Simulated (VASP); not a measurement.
# Mn (Im-3m) in VASP: notebook

Mn is run at these levels: BLYP; tasks: single point.

All numbers are computed with VASP 6.6.1; they aren't measurements. Logs are shortened: lines on timing, memory, paths and dates and some standing lists are left out, and cuts for length are marked.

**1. The cell of the first run**

The structure is cubic, space group Im-3m (No. 229). The conventional cell has a = 2.820 Å, b = 2.820 Å, c = 2.820 Å, α = 90.00°, β = 90.00°, γ = 90.00°. Within 3.2 Å of Mn (site symmetry m-3m) lie 14 Mn at 2.44 to 2.82 Å.

**2. Single point, BLYP**

INCAR

```
SYSTEM = Mn
PREC     = Accurate       ! precision mode
ENCUT    = 520            ! plane-wave cutoff, eV
EDIFF    = 1E-6           ! SCF threshold, eV
ISMEAR   = -1             ! smearing method
SIGMA    = 0.1            ! smearing width, eV
LREAL    = .FALSE.        ! projectors in reciprocal space
LASPH    = .TRUE.         ! aspherical terms in the spheres
NELM     = 80             ! most SCF steps
ALGO     = Normal         ! electronic algorithm
ISIF     = 2              ! what is computed and relaxed
LWAVE    = .FALSE.        ! write WAVECAR
LCHARG   = .TRUE.         ! write CHGCAR
GGA      = B5             ! functional
ALDAX    = 1.0          
AGGAX    = 1.0          
AGGAC    = 1.0          
ALDAC    = 0.0          
LELF     = .TRUE.         ! ELF
LVHAR    = .TRUE.       
NBANDS   = 12             ! bands
```

KPOINTS

```
Automatic mesh
0
G
  18 18 18
  0 0 0
```

POSCAR

```
Mn
1.0
   -1.4099365103      1.4099365103      1.4099365103
    1.4099365103     -1.4099365103      1.4099365103
    1.4099365103      1.4099365103     -1.4099365103
Mn
1
Direct
    0.0000000000      0.0000000000      0.0000000000
```

Potentials or basis: VASP PAW PBE potentials, release 64 (Mn_pv).

Started as:

```console
cat potpaw_PBE.64/Mn_pv/POTCAR > POTCAR
mpirun -np 1 vasp_std > vasp.out
```

OUTCAR:

```text
SYSTEM = Mn
   PREC = Accurate
   ENCUT = 520
   EDIFF = 1E-6
   ISMEAR = -1
   LREAL = .FALSE.
   LASPH = .TRUE.
   NELM = 80
   ISIF = 2
   GGA = B5

 ion  position               nearest neighbor table
   1  0.000  0.000  0.000-

  LATTYP: Found a body centered cubic cell.
 ALAT       =     2.8198730206

  Lattice vectors:

 A1 = (  -1.4099365103,   1.4099365103,   1.4099365103)
 A2 = (   1.4099365103,  -1.4099365103,   1.4099365103)
 A3 = (   1.4099365103,   1.4099365103,  -1.4099365103)

Analysis of symmetry for initial positions (statically):
=====================================================================
 Subroutine PRICEL returns:
 Original cell was already a primitive cell.

 Routine SETGRP: Setting up the symmetry group for a
 body centered cubic supercell.

 Subroutine GETGRP returns: Found 48 space group operations
 (whereof 48 operations were pure point group operations)
 out of a pool of 48 trial point group operations.

The static configuration has the point symmetry O_h .

Analysis of symmetry for dynamics (positions and initial velocities):
=====================================================================
 Subroutine PRICEL returns:
 Original cell was already a primitive cell.

 Routine SETGRP: Setting up the symmetry group for a
 body centered cubic supercell.

 Subroutine GETGRP returns: Found 48 space group operations
 (whereof 48 operations were pure point group operations)
 out of a pool of 48 trial point group operations.

The dynamic configuration has the point symmetry O_h .

 Subroutine INISYM returns: Found 48 space group operations
 (whereof 48 operations are pure point group operations),
 and found     1 'primitive' translations

----------------------------------------------------------------------------------------

                                     Primitive cell

  volume of cell :      11.2114

  direct lattice vectors                    reciprocal lattice vectors
    -1.409936510  1.409936510  1.409936510     0.000000000  0.354625897  0.354625897
     1.409936510 -1.409936510  1.409936510     0.354625897  0.000000000  0.354625897
     1.409936510  1.409936510 -1.409936510     0.354625897  0.354625897  0.000000000

  length of vectors
     2.442081671  2.442081671  2.442081671     0.501516753  0.501516753  0.501516753

  position of ions in fractional coordinates (direct lattice)
     0.000000000  0.000000000  0.000000000
[... 81 lines left out ...]
   NFREE  =      0    steps in history (QN), initial steepest desc. (CG)
   ISIF   =      2    stress and relaxation
   ISYM   =      2    0-nonsym 1-usesym 2-fastsym
   POTIM  = 0.5000    time-step for ionic-motion
   TEBEG  =    0.0;   TEEND  =   0.0 temperature during run
   PSTRESS=    0.0 pullay stress
   NELECT =      13.0000    total number of electrons
   NUPDOWN=      -1.0000    fix difference up-down
   EMIN   =  10.00;   EMAX   =-10.00  energy-range for DOS
   EFERMI =   0.00;   METHOD = LEGACY
   ISMEAR =    -1;   SIGMA  =   0.10  broadening in eV -4-tet -1-fermi 0-gaus
   EFERMI_NEDOS =   21; number of points for ismear=-14 and -15
   IALGO  =     38    algorithm
   IMIX   =      4    mixing-type and parameters
     AMIX     =   0.40;   BMIX     =  1.00
     AMIX_MAG =   1.60;   BMIX_MAG =  1.00
  volume/ion in A,a.u.               =      11.21        75.66
  Fermi-wavevector in a.u.,A,eV,Ry     =   1.719899  3.250139 40.246770  2.958054
  Thomas-Fermi vector in A             =   2.796439
   LORBIT       =      0    0 simple, 1 ext, 2 COOP (PROOUT), +10 PAW based schemes
   GGA     = B5    functional components
   LHFCALC =     F    Hartree Fock is set to
   AEXX    =    0.0000 exact exchange contribution
   IVDW    =     0    specifies the selected vdW correction
   LEPSILON=     F    determine dielectric tensor
   LRPA    =     F    only Hartree local field effects (RPA)
 non-spin polarized calculation
  energy-cutoff  :      520.00
  volume of cell :       11.21
 maximum number of plane-waves:       321
   NGX =  9   NGY =  9   NGZ =  9

 number of electron      13.0000021 magnetization

 Free energy of the ion-electron system (eV)
  ---------------------------------------------------
  ext. energy  EPLUGINS =         0.00000000
  ---------------------------------------------------
  free energy    TOTEN  =        -7.70750052 eV

  energy without entropy =       -7.62983506  energy(sigma->0) =       -7.66866779

 E-fermi :  10.6972     XC(G=0): -13.1927

 val. band max:       10.6915907606   @ k =   0.1667   0.0556  -0.0000
 cond. band min:      10.7032315663   @ k =   0.1667   0.1111   0.0000
 fundamental gap:      0.0116408057
 Fermi energy:        10.6972425823

 k-point     1 :       0.0000    0.0000    0.0000
  band No.  band energies     occupation
      1     -37.1271      2.00000
      2     -37.1271      2.00000
      3     -37.1271      2.00000
      4       2.4752      2.00000
      5       9.1544      2.00000
      6       9.1544      2.00000
      7       9.1544      2.00000
      8      11.0436      0.06072
      9      11.0436      0.06072
     10      34.3583      0.00000
     11      34.3583      0.00000
     12      34.3583      0.00000
[... 331 lines left out ...]
 k-point    24 :       0.3889    0.1111    0.0000
  band No.  band energies     occupation
      1     -37.7574      2.00000
      2     -37.3619      2.00000
      3     -37.1582      2.00000
      4       6.3302      2.00000
      5       7.8894      2.00000
      6       9.9124      1.99922
      7      10.9520      0.14520
      8      11.5776      0.00030
      9      13.5461      0.00000
     10      20.3160      0.00000
     11      27.3625      0.00000
     12      30.7758      0.00000

 [... further k-points ...]

------------------------ aborting loop because EDIFF is reached ----------------------------------------

  FORCE on cell =-STRESS in cart. coord.  units (eV):
  Direction    XX          YY          ZZ          XY          YZ          ZX
  --------------------------------------------------------------------------------------
  -------------------------------------------------------------------------------------
  Total        0.0056879      0.0056879      0.0056879     -0.0000000     -0.0000000     -0.0000000
  in kB        0.8128392      0.8128392      0.8128392     -0.0000000     -0.0000000     -0.0000000
  external PRESSURE =       0.8128392 kB  Pullay stress =       0.0000000 kB

 VOLUME and BASIS-vectors are now :
 -----------------------------------------------------------------------------
  energy-cutoff  :      520.00
  volume of cell :       11.21
      direct lattice vectors                 reciprocal lattice vectors
    -1.409936510  1.409936510  1.409936510     0.000000000  0.354625897  0.354625897
     1.409936510 -1.409936510  1.409936510     0.354625897  0.000000000  0.354625897
     1.409936510  1.409936510 -1.409936510     0.354625897  0.354625897  0.000000000

 POSITION                                       TOTAL-FORCE (eV/Angst)
 -----------------------------------------------------------------------------------
      0.00000      0.00000      0.00000        -0.000000     -0.000000     -0.000000
 -----------------------------------------------------------------------------------
    total drift:                                0.000000      0.000000      0.000000

  FREE ENERGIE OF THE ION-ELECTRON SYSTEM (eV)
  ---------------------------------------------------
  free  energy   TOTEN  =        -7.7075005172 eV

  energy  without entropy=       -7.6298350591  energy(sigma->0) =       -7.66866779
```

stdout:

```text
POSCAR found type information on POSCAR Mn
 POSCAR found :  1 types and       1 ions
 scaLAPACK will be used
 -----------------------------------------------------------------------------
|                                                                             |
|                                                                             |
|     You enforced a specific xc type in the INCAR file but a different       |
|     I HOPE YOU KNOW WHAT YOU ARE DOING!                                     |
|                                                                             |
 -----------------------------------------------------------------------------

 LDA part: xc-table for (Slater(with rela. corr.)+VWN5), standard interpolation
 POSCAR, INCAR and KPOINTS ok, starting setup
 FFT: planning ... GRIDC
 FFT: planning ... GRID_SOFT
 FFT: planning ... GRID
 WAVECAR not read
 entering main loop
```

Wall time 18 s (1 thread of Intel Xeon Platinum 8375C at 2.90GHz (Ice Lake), shared host); peak memory 0.14 GiB.

What came out:

- Free energy: -7.7075 eV
- Pressure: 0.1 GPa

Caveat: the PAW data sets were made with another functional, which shifts forces and pressure a little; the run has no spin polarisation, though such a crystal can be magnetic. Spin polarisation is off, so any magnetic state and its effect on volume and gap are missing.

**3. Single point, BLYP (volume scaled by 1.04)**

INCAR

```
  PREC = Accurate
  ENCUT = 520
  EDIFF = 1E-7
  ISMEAR = -1
  SIGMA = 0.1
  LREAL = F
  LASPH = T
  NELM = 60
  ALGO = Normal
  ISIF = 2
  LWAVE = F
  LCHARG = T
  GGA = B5
  ALDAX = 1.0
  AGGAX = 1.0
  AGGAC = 1.0
  ALDAC = 0.0
  LELF = T
  LVHAR = T
  NBANDS = 12
```

KPOINTS

```
Automatic mesh
0
Gamma
  18 18 18
```

POSCAR

```
Mn
1.0
   -1.4284904342      1.4284904342      1.4284904342
    1.4284904342     -1.4284904342      1.4284904342
    1.4284904342      1.4284904342     -1.4284904342
Mn
1
Direct
    0.0000000000      0.0000000000      0.0000000000
```

Potentials or basis: VASP PAW PBE potentials, release 64 (Mn_pv).

Started as:

```console
cat potpaw_PBE.64/Mn_pv/POTCAR > POTCAR
mpirun -np 1 vasp_std > vasp.out
```

OUTCAR:

```text
PREC = Accurate
   ENCUT = 520
   EDIFF = 1E-7
   ISMEAR = -1
   LREAL = F
   LASPH = T
   NELM = 60
   ISIF = 2
   GGA = B5

 ion  position               nearest neighbor table
   1  0.000  0.000  0.000-

  LATTYP: Found a body centered cubic cell.
 ALAT       =     2.8569808684

  Lattice vectors:

 A1 = (  -1.4284904342,   1.4284904342,   1.4284904342)
 A2 = (   1.4284904342,  -1.4284904342,   1.4284904342)
 A3 = (   1.4284904342,   1.4284904342,  -1.4284904342)

[... 536 lines left out ...]
     12      29.6618      0.00000

 [... further k-points ...]

------------------------ aborting loop because EDIFF is reached ----------------------------------------

  FORCE on cell =-STRESS in cart. coord.  units (eV):
  Direction    XX          YY          ZZ          XY          YZ          ZX
  --------------------------------------------------------------------------------------
  -------------------------------------------------------------------------------------
  Total       -0.6414687     -0.6414687     -0.6414687      0.0000000      0.0000000     -0.0000000
  in kB      -88.1442641    -88.1442641    -88.1442641      0.0000000      0.0000000     -0.0000000
  external PRESSURE =     -88.1442641 kB  Pullay stress =       0.0000000 kB

 VOLUME and BASIS-vectors are now :
 -----------------------------------------------------------------------------
  energy-cutoff  :      520.00
  volume of cell :       11.66
      direct lattice vectors                 reciprocal lattice vectors
    -1.428490434  1.428490434  1.428490434     0.000000000  0.350019845  0.350019845
     1.428490434 -1.428490434  1.428490434     0.350019845  0.000000000  0.350019845
     1.428490434  1.428490434 -1.428490434     0.350019845  0.350019845  0.000000000

 POSITION                                       TOTAL-FORCE (eV/Angst)
 -----------------------------------------------------------------------------------
      0.00000      0.00000      0.00000        -0.000000      0.000000     -0.000000
 -----------------------------------------------------------------------------------
    total drift:                                0.000000      0.000000      0.000000

  FREE ENERGIE OF THE ION-ELECTRON SYSTEM (eV)
  ---------------------------------------------------
  free  energy   TOTEN  =        -7.6949805317 eV

  energy  without entropy=       -7.6134087498  energy(sigma->0) =       -7.65419464
```

OSZICAR:

```text
N       E                     dE             d eps       ncg     rms          rms(c)
DAV:   1     0.829741068054E+02    0.82974E+02   -0.78179E+03  4732   0.138E+03
DAV:   2    -0.762235011489E+01   -0.90596E+02   -0.87005E+02  4808   0.318E+02
DAV:   3    -0.918126053617E+01   -0.15589E+01   -0.15531E+01  5060   0.488E+01
DAV:   4    -0.919164422827E+01   -0.10384E-01   -0.10383E-01  5084   0.388E+00
DAV:   5    -0.919179013532E+01   -0.14591E-03   -0.14591E-03  5072   0.461E-01    0.116E+01
DAV:   6    -0.777380503084E+01    0.14180E+01   -0.48034E+00  4800   0.415E+01    0.217E+00
DAV:   7    -0.770339256154E+01    0.70412E-01   -0.24146E-01  4832   0.912E+00    0.892E-01
DAV:   8    -0.769521939732E+01    0.81732E-02   -0.50468E-03  5132   0.114E+00    0.263E-01
DAV:   9    -0.769499842083E+01    0.22098E-03   -0.13592E-03  4752   0.614E-01    0.312E-02
DAV:  10    -0.769498143119E+01    0.16990E-04   -0.22192E-05  5176   0.621E-02    0.462E-03
DAV:  11    -0.769497973515E+01    0.16960E-05   -0.66105E-07  4920   0.108E-02    0.178E-03
DAV:  12    -0.769498048846E+01   -0.75330E-06   -0.44562E-08  3268   0.259E-03    0.211E-04
DAV:  13    -0.769498053170E+01   -0.43241E-07   -0.32273E-09  2404   0.652E-04
   1 F= -.76949805E+01 E0= -.76541946E+01  d E =-.815718E-01
```

Wall time 20 s (1 thread of Intel Xeon Platinum 8375C at 2.90GHz (Ice Lake), shared host); peak memory 0.13 GiB.

Results:

```yaml
Free_energy: -7.6950 eV
Pressure: -8.8 GPa
```

Caveat: the PAW data sets were made with another functional, which shifts forces and pressure a little; the run has no spin polarisation, though such a crystal can be magnetic. Spin polarisation is off, so any magnetic state and its effect on volume and gap are missing.

[end of part 1 of 2]
